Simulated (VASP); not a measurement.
# SiC (Moissanite 3C) (F-43m) in VASP: a series of runs, part 2 of 2

VASP 6.6.1. The steps go on from the part before.

### Step 4. Single point, PBE

File INCAR:

```
SYSTEM = SiC
PREC     = Accurate       ! precision mode
ENCUT    = 520            ! plane-wave cutoff, eV
EDIFF    = 1E-7           ! SCF threshold, eV
ISMEAR   = -1             ! smearing method
SIGMA    = 0.06           ! smearing width, eV
LREAL    = .FALSE.        ! projectors in reciprocal space
LASPH    = .TRUE.         ! aspherical terms in the spheres
NELM     = 100            ! most SCF steps
ALGO     = Normal         ! electronic algorithm
ISIF     = 2              ! what is computed and relaxed
LWAVE    = .FALSE.        ! write WAVECAR
LCHARG   = .TRUE.         ! write CHGCAR
GGA      = PE             ! functional
LELF     = .TRUE.         ! ELF
LVHAR    = .TRUE.       
NBANDS   = 11             ! bands
```

File KPOINTS:

```
regular mesh
0
G
  4 4 4
  0 0 0
```

File POSCAR:

```
SiC
1.0
    0.0000000000      2.1790000000      2.1790000000
    2.1790000000      0.0000000000      2.1790000000
    2.1790000000      2.1790000000      0.0000000000
Si C
1 1
Direct
    0.0000000000      0.0000000000      0.0000000000
    0.7500000000      0.7500000000      0.7500000000
```

Potentials or basis: VASP PAW PBE potentials, release 64 (Si, C).

Launch:

```bash
cat potpaw_PBE.64/Si/POTCAR potpaw_PBE.64/C/POTCAR > POTCAR
mpirun -np 1 vasp_std > vasp.out
```

OUTCAR:

```text
SYSTEM = SiC
   PREC = Accurate
   ENCUT = 520
   EDIFF = 1E-7
   ISMEAR = -1
   LREAL = .FALSE.
   LASPH = .TRUE.
   NELM = 100
   ISIF = 2
   GGA = PE

 ion  position               nearest neighbor table
   1  0.000  0.000  0.000-   2 1.89   2 1.89   2 1.89   2 1.89
   2  0.750  0.750  0.750-   1 1.89   1 1.89   1 1.89   1 1.89

  LATTYP: Found a face centered cubic cell.
 ALAT       =     4.3580000000

  Lattice vectors:

 A1 = (   0.0000000000,   2.1790000000,   2.1790000000)
 A2 = (   2.1790000000,   0.0000000000,   2.1790000000)
 A3 = (   2.1790000000,   2.1790000000,   0.0000000000)

Analysis of symmetry for initial positions (statically):
=====================================================================
 Subroutine PRICEL returns:
 Original cell was already a primitive cell.

 Routine SETGRP: Setting up the symmetry group for a
 face centered cubic supercell.

 Subroutine GETGRP returns: Found 24 space group operations
 (whereof 24 operations were pure point group operations)
 out of a pool of 48 trial point group operations.

The static configuration has the point symmetry T_d .

Analysis of symmetry for dynamics (positions and initial velocities):
=====================================================================
 Subroutine PRICEL returns:
 Original cell was already a primitive cell.

 Routine SETGRP: Setting up the symmetry group for a
 face centered cubic supercell.

 Subroutine GETGRP returns: Found 24 space group operations
 (whereof 24 operations were pure point group operations)
 out of a pool of 48 trial point group operations.

The dynamic configuration has the point symmetry T_d .

 Subroutine INISYM returns: Found 24 space group operations
 (whereof 24 operations are pure point group operations),
 and found     1 'primitive' translations

----------------------------------------------------------------------------------------
[... 101 lines left out ...]
   GGA     = PE    functional components
   LHFCALC =     F    Hartree Fock is set to
   AEXX    =    0.0000 exact exchange contribution
   IVDW    =     0    specifies the selected vdW correction
   LEPSILON=     F    determine dielectric tensor
   LRPA    =     F    only Hartree local field effects (RPA)
 non-spin polarized calculation
  energy-cutoff  :      520.00
  volume of cell :       20.69
 maximum number of plane-waves:       568
 NGX is ok and might be reduce to    24
   NGX = 11   NGY = 11   NGZ = 11

 number of electron       8.0000001 magnetization

 Free energy of the ion-electron system (eV)
  ---------------------------------------------------
  ext. energy  EPLUGINS =         0.00000000
  ---------------------------------------------------
  free energy    TOTEN  =       -14.93182195 eV

  energy without entropy =      -14.93181951  energy(sigma->0) =      -14.93182073

 E-fermi :   8.8202     XC(G=0): -11.3406

 val. band max:        8.1652325098   @ k =   0.0000   0.0000   0.0000
 cond. band min:       9.4750748063   @ k =   0.5000   0.5000   0.0000
 fundamental gap:      1.3098422965
 Fermi energy:         8.8201593314

 k-point     1 :       0.0000    0.0000    0.0000
  band No.  band energies     occupation
      1      -7.2643      2.00000
      2       8.1652      1.99996
      3       8.1652      1.99996
      4       8.1652      1.99996
      5      14.3894      0.00000
      6      15.4224      0.00000
      7      15.4224      0.00000
      8      15.4224      0.00000
      9      22.6220      0.00000
     10      22.6220      0.00000
     11      24.6036      0.00000
[... 85 lines left out ...]
 k-point     8 :      -0.2500    0.5000    0.2500
  band No.  band energies     occupation
      1      -1.9942      2.00000
      2       1.1143      2.00000
      3       3.1543      2.00000
      4       3.4485      2.00000
      5      13.3479      0.00000
      6      17.5674      0.00000
      7      17.6085      0.00000
      8      17.8971      0.00000
      9      22.3783      0.00000
     10      25.5758      0.00000
     11      29.2029      0.00000

------------------------ aborting loop because EDIFF is reached ----------------------------------------

  FORCE on cell =-STRESS in cart. coord.  units (eV):
  Direction    XX          YY          ZZ          XY          YZ          ZX
  --------------------------------------------------------------------------------------
  -------------------------------------------------------------------------------------
  Total        0.4667516      0.4667516      0.4667516     -0.0000000      0.0000000     -0.0000000
  in kB       36.1405470     36.1405470     36.1405470     -0.0000000      0.0000000     -0.0000000
  external PRESSURE =      36.1405470 kB  Pullay stress =       0.0000000 kB

 VOLUME and BASIS-vectors are now :
 -----------------------------------------------------------------------------
  energy-cutoff  :      520.00
  volume of cell :       20.69
      direct lattice vectors                 reciprocal lattice vectors
     0.000000000  2.179000000  2.179000000    -0.229463056  0.229463056  0.229463056
     2.179000000  0.000000000  2.179000000     0.229463056 -0.229463056  0.229463056
     2.179000000  2.179000000  0.000000000     0.229463056  0.229463056 -0.229463056

 POSITION                                       TOTAL-FORCE (eV/Angst)
 -----------------------------------------------------------------------------------
      0.00000      0.00000      0.00000        -0.000000     -0.000000     -0.000000
      3.26850      3.26850      3.26850         0.000000      0.000000      0.000000
 -----------------------------------------------------------------------------------
    total drift:                               -0.000000     -0.000000     -0.000000

  FREE ENERGIE OF THE ION-ELECTRON SYSTEM (eV)
  ---------------------------------------------------
  free  energy   TOTEN  =       -14.9318219511 eV

  energy  without entropy=      -14.9318195141  energy(sigma->0) =      -14.93182073
```

Run time: 5.5 s. Hardware: 1 thread of Intel Xeon 6975P-C, shared host; peak memory 0.13 GiB.

Results:

| Property | Result |
| --- | --- |
| Free energy | -14.9318 eV |
| Pressure | 3.6 GPa |
| Band gap on the k mesh | 1.31 eV, indirect (least direct gap 4.51 eV) |

Levels at points of the mesh, in eV from the valence-band top:
```tsv
k point	band 1	band 2	band 3	band 4	band 5	band 6	band 7	band 8
(0.00, 0.00, 0.00)	-15.43	0.00	0.00	0.00	6.22	7.26	7.26	7.26
(0.50, 0.00, 0.00)	-11.85	-8.57	-1.06	-1.06	5.40	7.18	7.18	10.03
(0.50, 0.50, 0.00)	-10.39	-7.83	-3.20	-3.20	1.31	4.28	14.01	14.01
```

Caveat: the k points lie up to 0.62 Å⁻¹ apart. A k mesh can miss the band edges.

### Step 5. Single point, PBE

File INCAR:

```
SYSTEM = SiC
ALGO = Normal
EDIFF = 1E-6
ENCUT = 520
GGA = PE
ISIF = 2
ISMEAR = 0
LASPH = .TRUE.
LCHARG = .FALSE.
LREAL = .FALSE.
LWAVE = .FALSE.
NBANDS = 11
NELM = 100
PREC = Accurate
SIGMA = 0.015
```

File KPOINTS:

```
k-points
0
G
  10 10 10
  0 0 0
```

POSCAR is that of step 4.

Launch:

```bash
cat potpaw_PBE.64/Si/POTCAR potpaw_PBE.64/C/POTCAR > POTCAR
mpirun -np 1 vasp_std > vasp.out
```

It used 6.7 s of CPU time on 1 thread of Intel Xeon 6975P-C (shared host).

The run converged. Its results:

* Free energy: -15.0577 eV
* Pressure: 3.2 GPa
* Band gap on the k mesh: 1.36 eV, indirect (least direct gap 4.54 eV)

Levels at points of the mesh, in eV from the valence-band top:
| k point | band 1 | band 2 | band 3 | band 4 | band 5 | band 6 | band 7 | band 8 |
| --- | --- | --- | --- | --- | --- | --- | --- | --- |
| (0.00, 0.00, 0.00) | -15.40 | 0.00 | 0.00 | 0.00 | 6.23 | 7.31 | 7.31 | 7.31 |
| (0.50, 0.00, 0.00) | -11.84 | -8.53 | -1.05 | -1.05 | 5.43 | 7.23 | 7.23 | 10.05 |
| (0.50, 0.50, 0.00) | -10.39 | -7.79 | -3.18 | -3.18 | 1.36 | 4.32 | 14.04 | 14.04 |

### Step 6. Single point, PBE

File INCAR:

```
PREC = Accurate
ENCUT = 520
EDIFF = 1E-6
ISMEAR = 0
SIGMA = 0.028999999999999998
LREAL = F
LASPH = T
NELM = 80
ALGO = Normal
ISIF = 2
LWAVE = F
LCHARG = T
GGA = PE
LELF = T
LVHAR = T
NBANDS = 11
```

File KPOINTS:

```
Automatic mesh
0
Gamma
  10 10 10
```

POSCAR is that of step 5.

Potentials or basis: VASP PAW PBE potentials, release 64 (Si, C).

Launch:

```bash
cat potpaw_PBE.64/Si/POTCAR potpaw_PBE.64/C/POTCAR > POTCAR
mpirun -np 1 vasp_std > vasp.out
```

It used 7.8 s of CPU time on 1 thread of Intel Xeon 6975P-C (shared host).

It converged, with:

- Free energy: -15.0577 eV
- Pressure: 3.2 GPa
- Band gap on the k mesh: 1.36 eV, indirect (least direct gap 4.54 eV)

Levels at points of the mesh, in eV from the valence-band top:
```csv
k point,band 2,band 3,band 4,band 5,band 6,band 7
"(0.00, 0.00, 0.00)",0.00,0.00,0.00,6.23,7.31,7.31
"(0.50, 0.00, 0.00)",-8.53,-1.05,-1.05,5.43,7.23,7.23
"(0.50, 0.50, 0.00)",-7.79,-3.18,-3.18,1.36,4.32,14.04
```

A k mesh can miss the band edges.

### Step 7. Overview

| level | k mesh | smearing | gap on the mesh (eV) | pressure (GPa) |
| --- | --- | --- | --- | --- |
| PBE | 10 × 10 × 10 | gaussian 0.023 eV | 1.36 | 3.2 |
| PBEsol | 10 × 10 × 10 | gaussian 0.02 eV | 1.23 | 0.2 |
| PBE | 4 × 4 × 4 | fermi-dirac 0.06 eV | 1.31 | 3.6 |
| PBE | 10 × 10 × 10 | gaussian 0.015 eV | 1.36 | 3.2 |
| PBE | 10 × 10 × 10 | gaussian 0.029 eV | 1.36 | 3.2 |

Alike in all rows: task single point; potentials or basis VASP PAW PBE potentials, release 64 (Si, C); no spin polarisation; cell as given; cutoff (eV) 520.

Caveats: some runs use coarse meshes; the PAW data sets were made with another functional, which shifts forces and pressure a little (some runs).

Total energies depend on the potentials used, so only differences within one code and one set of settings carry meaning.

### Step 8. Against experiment

Step 3. Measured gap of SiC: 2.4 eV (indirect; quoted in “Insight into the structural, elastic and electronic properties of a new orthorhombic 6O-SiC polytype”, 2020, pmc:7200658). This calculation gives 1.23 eV (-1.17 eV). The value is that of PBEsol on a finite k mesh, which can miss the band edges, without temperature or zero-point motion. Semilocal functionals fall short of measured gaps as a rule.
